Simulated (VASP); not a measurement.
# SnO (P6_3mc) in VASP: further runs, part 2 of 2

VASP 6.6.1. Earlier steps stand in the parts before.

## Step 3: Single point, PBE

This run uses another cell than the first one, of 22.53 Å³/atom.

Contents of INCAR:

```
PREC = Accurate ; ENCUT = 910
EDIFF = 1E-6 ; ISMEAR = 0
SIGMA = 0.02 ; LREAL = False
LASPH = True ; NELM = 120
ALGO = Normal ; ISIF = 2
LWAVE = False ; LCHARG = False
GGA = PE ; NBANDS = 28
GGA_COMPAT = False
```

Contents of KPOINTS:

```
regular mesh
0
Gamma
  9 9 4
```

Contents of POSCAR:

```
SnO
1.0
    3.3603838983      0.0000000000      0.0000000000
   -1.6801919491      2.9101778224      0.0000000000
    0.0000000000      0.0000000000      9.2160481631
Sn O
2 2
Direct
    0.3333333333      0.6666666667      0.3801329628
    0.6666666667      0.3333333333      0.8801329628
    0.3333333333      0.6666666667      0.9930019672
    0.6666666667      0.3333333333      0.4930019672
```

Potentials or basis: VASP PAW PBE potentials, release 64 (Sn_d, O_h).

Started as:

```sh
$ cat potpaw_PBE.64/Sn_d/POTCAR potpaw_PBE.64/O_h/POTCAR > POTCAR
$ mpirun -np 1 vasp_std > vasp.out
```

OUTCAR:

```text
PREC = Accurate
   ENCUT = 910
   EDIFF = 1E-6
   ISMEAR = 0
   LREAL = False
   LASPH = True
   NELM = 120
   ISIF = 2
   GGA = PE

 ion  position               nearest neighbor table
   1  0.333  0.667  0.380-   4 2.20   4 2.20   4 2.20
   2  0.667  0.333  0.880-   3 2.20   3 2.20   3 2.20
   3  0.333  0.667  0.993-   2 2.20   2 2.20   2 2.20
   4  0.667  0.333  0.493-   1 2.20   1 2.20   1 2.20

  LATTYP: Found a hexagonal cell.
 ALAT       =     3.3603838983
 C/A-ratio  =     2.7425581249

  Lattice vectors:

 A1 = (   3.3603838983,   0.0000000000,   0.0000000000)
 A2 = (  -1.6801919491,   2.9101778224,   0.0000000000)
 A3 = (   0.0000000000,   0.0000000000,   9.2160481631)

Analysis of symmetry for initial positions (statically):
=====================================================================
 Subroutine PRICEL returns:
 Original cell was already a primitive cell.

 Routine SETGRP: Setting up the symmetry group for a
 hexagonal supercell.

 Subroutine GETGRP returns: Found 12 space group operations
 (whereof  6 operations were pure point group operations)
 out of a pool of 24 trial point group operations.

The static configuration has the point symmetry C_3v.
 The point group associated with its full space group is C_6v.

Analysis of symmetry for dynamics (positions and initial velocities):
=====================================================================
 Subroutine PRICEL returns:
 Original cell was already a primitive cell.

 Routine SETGRP: Setting up the symmetry group for a
 hexagonal supercell.

 Subroutine GETGRP returns: Found 12 space group operations
 (whereof  6 operations were pure point group operations)
 out of a pool of 24 trial point group operations.

The dynamic configuration has the point symmetry C_3v.
 The point group associated with its full space group is C_6v.

 Subroutine INISYM returns: Found 12 space group operations
 (whereof  6 operations are pure point group operations),
[... 119 lines left out ...]
     AMIX     =   0.40;   BMIX     =  1.00
     AMIX_MAG =   1.60;   BMIX_MAG =  1.00
  volume/ion in A,a.u.               =      22.53       152.05
  Fermi-wavevector in a.u.,A,eV,Ry     =   1.248755  2.359804 21.216763  1.559388
  Thomas-Fermi vector in A             =   2.382827
   LORBIT       =      0    0 simple, 1 ext, 2 COOP (PROOUT), +10 PAW based schemes
   GGA     = PE    functional components
   LHFCALC =     F    Hartree Fock is set to
   AEXX    =    0.0000 exact exchange contribution
   IVDW    =     0    specifies the selected vdW correction
   LEPSILON=     F    determine dielectric tensor
   LRPA    =     F    only Hartree local field effects (RPA)
 non-spin polarized calculation
 Gauss-broadening in eV      SIGMA  =   0.02
  energy-cutoff  :      910.00
  volume of cell :       90.13
 maximum number of plane-waves:      5652
 NGX is ok and might be reduce to    36
   NGX = 17   NGY = 17   NGZ = 45

 number of electron      40.0000001 magnetization

 Free energy of the ion-electron system (eV)
  ---------------------------------------------------
  ext. energy  EPLUGINS =         0.00000000
  ---------------------------------------------------
  free energy    TOTEN  =       -21.49020961 eV

  energy without entropy =      -21.49020961  energy(sigma->0) =      -21.49020961

 E-fermi :   3.8137     XC(G=0):  -8.8082

 val. band max:        3.6565516995   @ k =   0.3333   0.3333   0.0000
 cond. band min:       5.1109892917   @ k =   0.0000   0.0000   0.0000
 fundamental gap:      1.4544375922
 Fermi energy:         3.8137099977

 k-point     1 :       0.0000    0.0000    0.0000
  band No.  band energies     occupation
      1     -17.1112      2.00000
      2     -17.1112      2.00000
      3     -17.1112      2.00000
      4     -17.1112      2.00000
      5     -17.1036      2.00000
      6     -17.1011      2.00000
[... 733 lines left out ...]
     27      12.4442      0.00000
     28      13.2719      0.00000

 [... further k-points ...]

------------------------ aborting loop because EDIFF is reached ----------------------------------------

  FORCE on cell =-STRESS in cart. coord.  units (eV):
  Direction    XX          YY          ZZ          XY          YZ          ZX
  --------------------------------------------------------------------------------------
  -------------------------------------------------------------------------------------
  Total        0.0301307      0.0301307      0.0061561      0.0000000      0.0000000      0.0000000
  in kB        0.5356318      0.5356318      0.1094369      0.0000000      0.0000000      0.0000000
  external PRESSURE =       0.3935668 kB  Pullay stress =       0.0000000 kB

 VOLUME and BASIS-vectors are now :
 -----------------------------------------------------------------------------
  energy-cutoff  :      910.00
  volume of cell :       90.13
      direct lattice vectors                 reciprocal lattice vectors
     3.360383898  0.000000000  0.000000000     0.297585047  0.171810807  0.000000000
    -1.680191949  2.910177822  0.000000000     0.000000000  0.343621614  0.000000000
     0.000000000  0.000000000  9.216048163     0.000000000  0.000000000  0.108506377

 POSITION                                       TOTAL-FORCE (eV/Angst)
 -----------------------------------------------------------------------------------
     -0.00000      1.94012      3.50332         0.000000      0.000000     -0.054036
      1.68019      0.97006      8.11135        -0.000000      0.000000     -0.054036
     -0.00000      1.94012      9.15155        -0.000000      0.000000      0.054036
      1.68019      0.97006      4.54353         0.000000      0.000000      0.054036
 -----------------------------------------------------------------------------------
    total drift:                                0.000000      0.000000     -0.002272

  FREE ENERGIE OF THE ION-ELECTRON SYSTEM (eV)
  ---------------------------------------------------
  free  energy   TOTEN  =       -21.4902096091 eV

  energy  without entropy=      -21.4902096091  energy(sigma->0) =      -21.49020961
```

OSZICAR:

```text
N       E                     dE             d eps       ncg     rms          rms(c)
DAV:   1     0.543162869670E+03    0.54316E+03   -0.26983E+04  2064   0.280E+03
DAV:   2     0.960952420892E+02   -0.44707E+03   -0.43123E+03  2080   0.692E+02
DAV:   3    -0.151409558713E+02   -0.11124E+03   -0.10679E+03  2660   0.227E+02
DAV:   4    -0.251999723392E+02   -0.10059E+02   -0.99273E+01  2384   0.708E+01
DAV:   5    -0.255156155930E+02   -0.31564E+00   -0.31522E+00  2256   0.132E+01    0.122E+01
DAV:   6    -0.217187682954E+02    0.37968E+01   -0.18579E+01  3268   0.500E+01    0.654E+00
DAV:   7    -0.215182706314E+02    0.20050E+00   -0.28977E+00  2288   0.103E+01    0.284E+00
DAV:   8    -0.214942300420E+02    0.24041E-01   -0.46377E-01  2360   0.434E+00    0.963E-01
DAV:   9    -0.214884139166E+02    0.58161E-02   -0.37225E-02  3052   0.187E+00    0.342E-01
DAV:  10    -0.214906997104E+02   -0.22858E-02   -0.87137E-03  2304   0.860E-01    0.205E-01
DAV:  11    -0.214901454106E+02    0.55430E-03   -0.33141E-03  3200   0.483E-01    0.265E-02
DAV:  12    -0.214901974343E+02   -0.52024E-04   -0.40396E-04  2072   0.136E-01    0.246E-02
DAV:  13    -0.214902081956E+02   -0.10761E-04   -0.35061E-05  2672   0.447E-02    0.653E-03
DAV:  14    -0.214902094541E+02   -0.12584E-05   -0.20871E-06  1964   0.109E-02    0.226E-03
DAV:  15    -0.214902096091E+02   -0.15505E-06   -0.79079E-07  1532   0.845E-03
   1 F= -.21490210E+02 E0= -.21490210E+02  d E =-.279574E-30
```

It took 6.1 min on 1 thread of AMD EPYC 7R43 (Zen 3), shared host; peak memory 0.38 GiB.

Results:

```yaml
Free_energy: -21.4902 eV
Pressure: 0.0 GPa
Largest_force: 0.054 eV/Å
Band_gap_on_the_k_mesh: 1.45 eV (least direct gap 1.85 eV)
```

Forces in eV/Å, atoms in the order of the input:
```
Sn   0.000  0.000 -0.054
Sn   0.000  0.000 -0.054
O    0.000  0.000  0.054
O    0.000  0.000  0.054
```

Caveat: the cutoff is under 1.25 times the usual one of these potentials, so pressure, stress and relaxed cells hold a basis-set (Pulay) error; spin-orbit coupling is left out, which moves the levels of the heavy elements; an odd mesh through Γ misses points on the zone boundary, where band edges can lie.

## Step 4: Relaxation of cell and atoms, PBE

This run uses another cell than the first one, of 21.75 Å³/atom.

Contents of INCAR:

```
SYSTEM = SnO
  PREC = Accurate
  ENCUT = 910
  EDIFF = 1E-7
  ISMEAR = 0
  SIGMA = 0.02
  LREAL = .FALSE.
  LASPH = .TRUE.
  NELM = 120
  ALGO = Normal
  ISIF = 3
  LWAVE = .FALSE.
  LCHARG = .FALSE.
  GGA = PE
  IBRION = 2
  NSW = 100
  EDIFFG = -0.01
  GGA_COMPAT = .FALSE.
  NELMIN = 4
```

Contents of KPOINTS:

```
Automatic mesh
0
G
  9 9 4
  0 0 0
```

Contents of POSCAR:

```
SnO
1.0
    3.3669373682      0.0000000000      0.0000000000
   -1.6834686841      2.9158532938      0.0000000000
    0.0000000000      0.0000000000      8.8597317093
Sn O
2 2
Direct
    0.3333333333      0.6666666667      0.3777426838
    0.6666666667      0.3333333333      0.8777426838
    0.3333333333      0.6666666667      0.9953922462
    0.6666666667      0.3333333333      0.4953922462
```

Started as:

```sh
$ cat potpaw_PBE.64/Sn_d/POTCAR potpaw_PBE.64/O_h/POTCAR > POTCAR
$ mpirun -np 1 vasp_std > vasp.out
```

It took 8.3 min on 1 thread of Intel Xeon 6975P-C (Granite Rapids), shared host; peak memory 0.45 GiB.

Results (log left out):

```yaml
Free_energy: -21.4879 eV
Relaxed_volume: 21.74 Å³/atom
Relaxed_cell: a = 3.359 Å, b = 3.359 Å, c = 8.902 Å, α = 90.00°, β = 90.00°, γ = 120.00°
Space_group_after_relaxing_to_0.1_Å: P6_3mc (No. 186)
Energy_gained_by_relaxing: 0.2 meV/atom
Ionic_steps: 7
Pressure_after_relaxing: 0.0 GPa
Largest_force_after_relaxing: 0.007 eV/Å
Band_gap_on_the_k_mesh: 1.42 eV (least direct gap 1.73 eV)
```

Forces on the atoms (eV/Å):
```
Sn   0.000  0.000  0.007
Sn   0.000  0.000  0.007
O    0.000  0.000 -0.007
O    0.000  0.000 -0.007
```

The path:
```tsv
step	energy change (eV)	largest force (eV/Å)	pressure (GPa)	volume (Å³)
1	0.0000	0.0532	0.14	86.98
2	-0.0005	0.0177	-0.18	87.22
3	-0.0005	0.0077	-0.13	87.19
4	-0.0008	0.0072	-0.04	87.06
5	-0.0008	0.0069	0.03	86.99
6	-0.0008	0.0063	0.11	86.86
7	-0.0008	0.0067	0.04	86.96
```

Final structure:
```
Sn O
1.0
     3.35854    0.00000    0.00000
    -1.67927    2.90858    0.00000
     0.00000    0.00000    8.90167
Sn O
2 2
Direct
  0.33333 0.66667 0.37739
  0.66667 0.33333 0.87739
  0.33333 0.66667 0.99575
  0.66667 0.33333 0.49575
```

Levels at points of the mesh, in eV from the valence-band top:
```tsv
k point	band 16	band 17	band 18	band 19	band 20	band 21	band 22	band 23	band 24
(0.00, 0.00, 0.00)	-2.44	-2.41	-2.41	-2.08	-0.79	1.42	2.85	7.96	8.24
(0.00, 0.00, 0.50)	-2.43	-2.43	-2.43	-1.49	-1.49	2.16	2.16	8.30	8.30
```

Caveat: the cutoff is under 1.25 times the usual one of these potentials, so pressure, stress and relaxed cells hold a basis-set (Pulay) error; spin-orbit coupling is left out, which moves the levels of the heavy elements; an odd mesh through Γ misses points on the zone boundary, where band edges can lie.

## Step 5: The runs side by side

```tsv
task	cell	k mesh	smearing	gap on the mesh (eV)	pressure (GPa)	relaxed volume (Å³/atom)	largest force (eV/Å)
relaxation of cell and atoms	relaxed from a = 3.495, b = 3.495, c = 5.750 Å, angles 90.0, 90.0, 120.0°, 4 atoms, atomic positions A	6 × 6 × 4	gaussian 0.1 eV	0.94	-0.2	20.04	0.02
single point	a = 3.360, b = 3.360, c = 9.216 Å, angles 90.0, 90.0, 120.0°, 4 atoms, atomic positions B	9 × 9 × 4	gaussian 0.02 eV	1.45	0.0	-	0.05
relaxation of cell and atoms	relaxed from a = 3.367, b = 3.367, c = 8.860 Å, angles 90.0, 90.0, 120.0°, 4 atoms, atomic positions C	9 × 9 × 4	gaussian 0.02 eV	1.42	0.0	21.74	0.01
```

Alike in all rows: level PBE; potentials or basis VASP PAW PBE potentials, release 64 (Sn_d, O_h); no spin polarisation; cutoff (eV) 910.

Caveats: the cutoff is under 1.25 times the usual one of these potentials, so pressure, stress and relaxed cells hold a basis-set (Pulay) error; spin-orbit coupling is left out, which moves the levels of the heavy elements; an odd mesh through Γ misses points on the zone boundary, where band edges can lie (at least some runs); the volume moved by over 15 % at a fixed basis, so the end points are rough (at least some runs).

Total energies depend on the potentials used, so only differences within one code and one set of settings carry meaning.
